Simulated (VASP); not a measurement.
A run of VASP 6.6.1 is set up as follows.

INCAR

```
  PREC = Accurate
  ENCUT = 520
  EDIFF = 1E-6
  ISMEAR = 0
  SIGMA = 0.05
  LREAL = F
  LASPH = T
  NELM = 100
  ALGO = Normal
  ISIF = 2
  LWAVE = F
  LCHARG = F
  LDIPOL = T
  IDIPOL = 3
  DIPOL = 0.5 0.5 0.500
  GGA = PE
  NBANDS = 46
```

Contents of KPOINTS:

```
Automatic mesh
0
Gamma
  9 9 1
```

The input POSCAR:

```
GaP
1.0
    3.8926748893      0.0000000000      0.0000000000
   -1.9463374447      3.3711553428      0.0000000000
    0.0000000000      0.0000000000     17.3296561479
P Ga
4 4
Direct
    0.0000000000      0.0000000000      0.2019659230
    0.3333333333      0.6666666667      0.3853715089
    0.6666666667      0.3333333333      0.5687770947
    0.0000000000      0.0000000000      0.7521826805
    0.3333333333      0.6666666667      0.2478173195
    0.6666666667      0.3333333333      0.4312229053
    0.0000000000      0.0000000000      0.6146284911
    0.3333333333      0.6666666667      0.7980340770
```

Potentials or basis: VASP PAW PBE potentials, release 64 (P, Ga_d).

Launch:

```bash
$ cat potpaw_PBE.64/P/POTCAR potpaw_PBE.64/Ga_d/POTCAR > POTCAR
$ mpirun -np 1 vasp_std > vasp.out
```

Q: Predict the band gap on the k mesh.

A: Zero (bands 36 and 37 overlap by 0.29 eV).

Q: Estimate the largest force.

A: 0.675 eV/Å.

Forces in eV/Å, atoms in the order of the input:
```
P    0.000  0.000  0.054
P    0.000  0.000  0.562
P    0.000  0.000  0.388
P    0.000  0.000  0.675
Ga   0.000  0.000 -0.475
Ga   0.000  0.000 -0.413
Ga   0.000  0.000 -0.490
Ga   0.000  0.000 -0.300
```
